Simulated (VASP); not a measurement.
**Sn3As: single point with PBE**

Sn3As:

```
Sn As
1.0
    -3.05988    3.05988    3.05988
     3.05988   -3.05988    3.05988
     3.05988    3.05988   -3.05988
Sn As
3 1
Direct
  0.00000 0.50000 0.50000
  0.50000 0.00000 0.50000
  0.50000 0.50000 0.00000
  0.00000 0.00000 0.00000
```

```json
{
 "Program": "VASP 6.6.1",
 "Task": "single point",
 "Functional": "PBE",
 "Potentials or basis": "VASP PAW PBE potentials, release 64 (Sn_d, As)",
 "Cutoff": "520 eV",
 "k mesh": "12 × 12 × 12",
 "Occupations": "gaussian, width 0.1 eV",
 "Spin": "no spin polarisation"
}
```

* Pressure: -2.8 GPa
* Band gap on the k mesh: zero (an odd number of electrons rules out a gap without spin polarisation)

Levels at points of the mesh, in eV from the Fermi level:
| k point | band 20 | band 21 | band 22 | band 23 | band 24 | band 25 | band 26 | band 27 | band 28 | band 29 |
| --- | --- | --- | --- | --- | --- | --- | --- | --- | --- | --- |
| (0.00, 0.00, 0.00) | -2.50 | -2.50 | -2.50 | -1.96 | -1.96 | -1.96 | 3.18 | 3.18 | 3.18 | 4.77 |
| (0.50, 0.00, 0.00) | -2.92 | -2.52 | -0.45 | 0.18 | 0.46 | 0.49 | 2.11 | 2.89 | 3.46 | 3.53 |
| (0.50, 0.50, 0.50) | -4.46 | -4.46 | -1.91 | -0.20 | -0.20 | -0.20 | 6.09 | 6.09 | 6.09 | 6.13 |

Run time: 2.9 min on 1 thread of Intel(R) Xeon(R) Platinum 8488C (Sapphire Rapids), with other jobs on the host, peak memory 0.39 GiB.

Caveat: spin-orbit coupling is left out, which moves the levels of the heavy elements.
